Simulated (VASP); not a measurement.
# Ni (Fm-3m) in VASP: notebook

Ni is run at these levels: PBE; tasks: single point.

Program: VASP 6.6.1. These are calculated values, not measurements. Logs are shortened: lines on timing, memory, paths and dates and some standing lists are left out, and cuts for length are marked.

## Step 1: The cell of the first run

It takes space group Fm-3m (No. 225, cubic). The conventional cell has a = 3.536 Å, b = 3.536 Å, c = 3.536 Å, α = 90.00°, β = 90.00°, γ = 90.00°. Ni (site symmetry m-3m) has 12 Ni at 2.50 Å within 3.3 Å.

## Step 2: Single point, PBE, collinear spin, ferromagnetic start

Input file INCAR:

```
SYSTEM = Ni
PREC = Accurate
ENCUT = 600
EDIFF = 1E-6
ISMEAR = 0
SIGMA = 0.1
LREAL = .FALSE.
LASPH = .TRUE.
NELM = 200
ALGO = Normal
ISIF = 2
LWAVE = .FALSE.
LCHARG = .TRUE.
ISPIN = 2
MAGMOM = 0.81
LORBIT = 11
LMAXMIX = 4
GGA = PE
LELF = .TRUE.
LVHAR = .TRUE.
NBANDS = 15
NELECT = 12.0
GGA_COMPAT = .FALSE.
```

Input file KPOINTS:

```
Automatic mesh
0
G
  8 8 8
  0 0 0
```

Input file POSCAR:

```
Ni
1.0
    0.0000000000      1.7679500000      1.7679500000
    1.7679500000      0.0000000000      1.7679500000
    1.7679500000      1.7679500000      0.0000000000
Ni
1
Direct
    0.0000000000      0.0000000000      0.0000000000
```

Potentials or basis: VASP PAW PBE potentials, release 64 (Ni).

The run is started by

```console
$ cat potpaw_PBE.64/Ni/POTCAR > POTCAR
$ mpirun -np 1 vasp_std > vasp.out
```

OUTCAR:

```text
SYSTEM = Ni
   PREC = Accurate
   ENCUT = 600
   EDIFF = 1E-6
   ISMEAR = 0
   LREAL = .FALSE.
   LASPH = .TRUE.
   NELM = 200
   ISIF = 2
   ISPIN = 2
   LORBIT = 11
   GGA = PE
   NELECT = 12.0

 ion  position               nearest neighbor table
   1  0.000  0.000  0.000-

  LATTYP: Found a face centered cubic cell.
 ALAT       =     3.5359000000

  Lattice vectors:

 A1 = (   0.0000000000,   1.7679500000,   1.7679500000)
 A2 = (   1.7679500000,   0.0000000000,   1.7679500000)
 A3 = (   1.7679500000,   1.7679500000,   0.0000000000)

Analysis of symmetry for initial positions (statically):
=====================================================================
 Subroutine PRICEL returns:
 Original cell was already a primitive cell.

 Routine SETGRP: Setting up the symmetry group for a
 face centered cubic supercell.

 Subroutine GETGRP returns: Found 48 space group operations
 (whereof 48 operations were pure point group operations)
 out of a pool of 48 trial point group operations.

The static configuration has the point symmetry O_h .

Analysis of symmetry for dynamics (positions and initial velocities):
=====================================================================
 Subroutine PRICEL returns:
 Original cell was already a primitive cell.

 Routine SETGRP: Setting up the symmetry group for a
 face centered cubic supercell.

 Subroutine GETGRP returns: Found 48 space group operations
 (whereof 48 operations were pure point group operations)
 out of a pool of 48 trial point group operations.

The dynamic configuration has the point symmetry O_h .

Analysis of structural, dynamic, and magnetic symmetry:
=====================================================================
 Subroutine PRICEL returns:
 Original cell was already a primitive cell.

 Routine SETGRP: Setting up the symmetry group for a
 face centered cubic supercell.

 Subroutine GETGRP returns: Found 48 space group operations
 (whereof 48 operations were pure point group operations)
 out of a pool of 48 trial point group operations.

The overall configuration has the point symmetry O_h .

 Subroutine INISYM returns: Found 48 space group operations
 (whereof 48 operations are pure point group operations),
 and found     1 'primitive' translations

----------------------------------------------------------------------------------------

                                     Primitive cell

  volume of cell :      11.0520

  direct lattice vectors                    reciprocal lattice vectors
     0.000000000  1.767950000  1.767950000    -0.282813428  0.282813428  0.282813428
     1.767950000  0.000000000  1.767950000     0.282813428 -0.282813428  0.282813428
     1.767950000  1.767950000  0.000000000     0.282813428  0.282813428 -0.282813428

  length of vectors
     2.500258868  2.500258868  2.500258868     0.489847226  0.489847226  0.489847226

  position of ions in fractional coordinates (direct lattice)
     0.000000000  0.000000000  0.000000000

  ion indices of the primitive-cell ions
   primitive index   ion index
                 1           1

----------------------------------------------------------------------------------------

 KPOINTS: Automatic mesh

Automatic generation of k-mesh.
 Grid dimensions read from file:
 generate k-points for:    8    8    8

 Generating k-lattice:

  Cartesian coordinates                     Fractional coordinates (reciprocal lattice)
    -0.035351678  0.035351678  0.035351678     0.125000000  0.000000000  0.000000000
     0.035351678 -0.035351678  0.035351678     0.000000000  0.125000000  0.000000000
     0.035351678  0.035351678 -0.035351678     0.000000000  0.000000000  0.125000000

  Length of vectors
     0.061230903  0.061230903  0.061230903

  Shift w.r.t. Gamma in fractional coordinates (k-lattice)
     0.000000000  0.000000000  0.000000000

 Subroutine IBZKPT returns following result:
 ===========================================

 Found     29 irreducible k-points:

 Following reciprocal coordinates:
            Coordinates               Weight
  0.000000  0.000000  0.000000      1.000000
  0.125000  0.000000  0.000000      8.000000
  0.250000  0.000000  0.000000      8.000000
  0.375000  0.000000  0.000000      8.000000
  0.500000  0.000000  0.000000      4.000000
  0.125000  0.125000  0.000000      6.000000
[... 16 lines left out ...]
  0.500000  0.250000  0.125000     48.000000
 -0.375000  0.250000  0.125000     24.000000
 [... further k-points ...]
   k-points           NKPTS =     29   k-points in BZ     NKDIM =     29   number of bands    NBANDS=     15
   number of dos      NEDOS =    301   number of ions     NIONS =      1
   total plane-waves  NPLWV =   8000
   dimension x,y,z NGX =    20 NGY =   20 NGZ =   20
   dimension x,y,z NGXF=    40 NGYF=   40 NGZF=   40
   ions per type =               1
   NGX,Y,Z   is equivalent  to a cutoff of  13.30, 13.30, 13.30 a.u.
   NGXF,Y,Z  is equivalent  to a cutoff of  26.60, 26.60, 26.60 a.u.
 SYSTEM =  Ni
   PREC   = accura    normal or accurate (medium, high low for compatibility)
   ISTART =      0    job   : 0-new  1-cont  2-samecut
   ICHARG =      2    charge: 1-file 2-atom 10-const
   ISPIN  =      2    spin polarized calculation?
   LNONCOLLINEAR =      F non collinear calculations
   LSORBIT =      F    spin-orbit coupling
   LASPH  =      T    aspherical Exc in radial PAW
   ENCUT  =  600.0 eV  44.10 Ry    6.64 a.u.   4.99  4.99  4.99*2*pi/ulx,y,z
   NELM   =    200;   NELMIN=  2; NELMDL= -5     # of ELM steps
   EDIFF  = 0.1E-05   stopping-criterion for ELM
   LREAL  =      F    real-space projection
   EDIFFG = 0.1E-04   stopping-criterion for IOM
   NSW    =      0    number of steps for IOM
   IBRION =     -1    ionic relax: 0-MD 1-quasi-New 2-CG
   NFREE  =      0    steps in history (QN), initial steepest desc. (CG)
   ISIF   =      2    stress and relaxation
   ISYM   =      2    0-nonsym 1-usesym 2-fastsym
   POTIM  = 0.5000    time-step for ionic-motion
   TEBEG  =    0.0;   TEEND  =   0.0 temperature during run
   PSTRESS=    0.0 pullay stress
   NELECT =      12.0000    total number of electrons
   NUPDOWN=      -1.0000    fix difference up-down
   EMIN   =  10.00;   EMAX   =-10.00  energy-range for DOS
   EFERMI =   0.00;   METHOD = LEGACY
   ISMEAR =     0;   SIGMA  =   0.10  broadening in eV -4-tet -1-fermi 0-gaus
   EFERMI_NEDOS =   21; number of points for ismear=-14 and -15
   IALGO  =     38    algorithm
   IMIX   =      4    mixing-type and parameters
     AMIX     =   0.40;   BMIX     =  1.00
     AMIX_MAG =   1.60;   BMIX_MAG =  1.00
  volume/ion in A,a.u.               =      11.05        74.58
  Fermi-wavevector in a.u.,A,eV,Ry     =   1.682630  3.179709 38.521405  2.831243
  Thomas-Fermi vector in A             =   2.765975
   LORBIT       =     11    0 simple, 1 ext, 2 COOP (PROOUT), +10 PAW based schemes
   GGA     = PE    functional components
   LHFCALC =     F    Hartree Fock is set to
   AEXX    =    0.0000 exact exchange contribution
   IVDW    =     0    specifies the selected vdW correction
   LEPSILON=     F    determine dielectric tensor
   LRPA    =     F    only Hartree local field effects (RPA)
 spin polarized calculation
 Gauss-broadening in eV      SIGMA  =   0.10
  energy-cutoff  :      600.00
  volume of cell :       11.05
 maximum number of plane-waves:       380
   NGX =  9   NGY =  9   NGZ =  9

 number of electron      12.0000010 magnetization      -0.0005012

 number of electron      12.0000010 magnetization       0.0000012

 Free energy of the ion-electron system (eV)
  ---------------------------------------------------
  ext. energy  EPLUGINS =         0.00000000
  ---------------------------------------------------
  free energy    TOTEN  =        17.81904362 eV

  energy without entropy =       17.82129901  energy(sigma->0) =       17.82017131

 E-fermi :  15.9844     XC(G=0): -14.6076

 val. band max:       15.2427057171   @ k =  -0.3750   0.3750   0.0000
 cond. band min:      16.0402022385   @ k =  -0.3750   0.2500   0.1250
 fundamental gap:      0.7974965215
 Fermi energy:        15.9844195606

 spin component 1

 k-point     1 :       0.0000    0.0000    0.0000
  band No.  band energies     occupation
      1      -1.2463      1.00000
      2       9.1099      1.00000
      3       9.1099      1.00000
      4       9.1099      1.00000
      5      10.5572      1.00000
      6      10.5572      1.00000
      7      30.7731      0.00000
      8      34.9153      0.00000
      9      34.9153      0.00000
     10      34.9153      0.00000
     11      38.9282      0.00000
     12      38.9282      0.00000
     13      38.9282      0.00000
     14      40.0542      0.00000
     15      47.9517      0.00000
[... 397 lines left out ...]
 k-point    24 :      -0.3750    0.2500    0.1250
  band No.  band energies     occupation
      1       6.0222      1.00000
      2       6.6245      1.00000
      3       8.2842      1.00000
      4       9.7274      1.00000
      5      11.4159      1.00000
      6      13.4586      1.00000
      7      16.0402      0.21507
      8      24.4424      0.00000
      9      25.2078      0.00000
     10      33.2620      0.00000
     11      37.8470      0.00000
     12      44.5688      0.00000
     13      47.3303      0.00000
     14      48.2357      0.00000
     15      50.0759      0.00000

 [... further k-points ...]

 spin component 2

 k-point     1 :       0.0000    0.0000    0.0000
  band No.  band energies     occupation
      1      -1.2463      1.00000
      2       9.1099      1.00000
      3       9.1099      1.00000
      4       9.1099      1.00000
      5      10.5572      1.00000
      6      10.5572      1.00000
      7      30.7730      0.00000
      8      34.9153      0.00000
      9      34.9153      0.00000
     10      34.9153      0.00000
     11      38.9282      0.00000
     12      38.9282      0.00000
     13      38.9282      0.00000
     14      40.0542      0.00000
     15      47.9517      0.00000
[... 397 lines left out ...]
 k-point    24 :      -0.3750    0.2500    0.1250
  band No.  band energies     occupation
      1       6.0222      1.00000
      2       6.6245      1.00000
      3       8.2842      1.00000
      4       9.7274      1.00000
      5      11.4159      1.00000
      6      13.4586      1.00000
      7      16.0402      0.21509
      8      24.4424      0.00000
      9      25.2078      0.00000
     10      33.2620      0.00000
     11      37.8470      0.00000
     12      44.5688      0.00000
     13      47.3303      0.00000
     14      48.2357      0.00000
     15      50.0759      0.00000

 [... further k-points ...]
[... 5 lines left out ...]
  --------------------------------------------------------------------------------------
  -------------------------------------------------------------------------------------
  Total       32.9684205     32.9684205     32.9684205     -0.0000000      0.0000000      0.0000000
  in kB     4779.3495152   4779.3495152   4779.3495152     -0.0000000      0.0000000      0.0000000
  external PRESSURE =    4779.3495152 kB  Pullay stress =       0.0000000 kB

 VOLUME and BASIS-vectors are now :
 -----------------------------------------------------------------------------
  energy-cutoff  :      600.00
  volume of cell :       11.05
      direct lattice vectors                 reciprocal lattice vectors
     0.000000000  1.767950000  1.767950000    -0.282813428  0.282813428  0.282813428
     1.767950000  0.000000000  1.767950000     0.282813428 -0.282813428  0.282813428
     1.767950000  1.767950000  0.000000000     0.282813428  0.282813428 -0.282813428

 POSITION                                       TOTAL-FORCE (eV/Angst)
 -----------------------------------------------------------------------------------
      0.00000      0.00000      0.00000         0.000000     -0.000000      0.000000
 -----------------------------------------------------------------------------------
    total drift:                               -0.000000     -0.000000     -0.000000

  FREE ENERGIE OF THE ION-ELECTRON SYSTEM (eV)
  ---------------------------------------------------
  free  energy   TOTEN  =        17.8190436173 eV

  energy  without entropy=       17.8212990107  energy(sigma->0) =       17.82017131

 total charge

# of ion       s       p       d       tot
------------------------------------------
    1        0.648   1.039   9.348  11.036

 magnetization (x)

# of ion       s       p       d       tot
------------------------------------------
    1        0.000   0.000   0.000   0.000
```

It took 13 s on 1 thread of AMD EPYC 7R13 (Zen 3), shared host; peak memory 0.1 GiB.

What came out:

| Quantity | Value |
| --- | --- |
| Free energy | 17.8190 eV |
| Net moment | 0.00 μB per cell |
| Valence electrons inside the program's atomic spheres | Ni 11.04 |

Caveat: the k points lie up to 0.38 Å⁻¹ apart, too coarse for converged energies and pressures of a metal; the cell carries a net charge on a neutralising background, which shifts energy and pressure; the cell is charged against a uniform background, so pressure and absolute levels hang on convention; the moments typed at the start vanished in this run.

## Step 3: Single point, PBE, collinear spin, ferromagnetic start

Input file INCAR:

```
ALGO = Normal ; EDIFF = 1E-6
ENCUT = 600 ; GGA = PE
GGA_COMPAT = F ; ISIF = 2
ISMEAR = 0 ; ISPIN = 2
LASPH = T ; LCHARG = T
LELF = T ; LMAXMIX = 4
LORBIT = 11 ; LREAL = F
LVHAR = T ; LWAVE = F
MAGMOM = 0.81 ; NBANDS = 15
NELM = 200 ; PREC = Accurate
SIGMA = 0.27211386245988
```

Input file KPOINTS:

```
k-points
0
Gamma
  8 8 8
```

POSCAR is that of step 2.

Potentials or basis: VASP PAW PBE potentials, release 64 (Ni).

The run is started by

```console
$ cat potpaw_PBE.64/Ni/POTCAR > POTCAR
$ mpirun -np 1 vasp_std > vasp.out
```

It took 11 s on 1 thread of AMD EPYC 7R13 (Zen 3), shared host; peak memory 0.1 GiB.

It converged, with:

| Item | Value |
| --- | --- |
| Free energy | -5.5015 eV |
| Pressure | -2.3 GPa |
| Net moment | 0.69 μB per cell |
| Site moments | Ni +0.70 μB |
| Valence electrons inside the program's atomic spheres | Ni 9.28 |

Levels at points of the mesh, in eV from the Fermi level:
Spin up:
| k point | band 3 | band 4 | band 5 | band 6 | band 7 | band 8 |
| --- | --- | --- | --- | --- | --- | --- |
| (0.00, 0.00, 0.00) | -2.42 | -2.42 | -1.29 | -1.29 | 23.60 | 27.33 |
| (0.50, 0.00, 0.00) | -2.41 | -0.64 | -0.64 | -0.25 | 5.54 | 22.10 |
| (0.50, 0.50, 0.00) | -0.60 | -0.51 | -0.51 | 2.45 | 9.07 | 14.68 |
Spin down:
```tsv
k point	band 2	band 3	band 4	band 5	band 6	band 7
(0.00, 0.00, 0.00)	-1.62	-1.62	-1.62	-0.62	-0.62	23.45
(0.50, 0.00, 0.00)	-1.73	-1.73	-0.31	0.18	0.18	6.00
(0.50, 0.50, 0.00)	-3.47	0.09	0.40	0.40	2.42	9.35
```

Caveat: the k points lie up to 0.38 Å⁻¹ apart; so wide a smearing shifts energies and pressures.
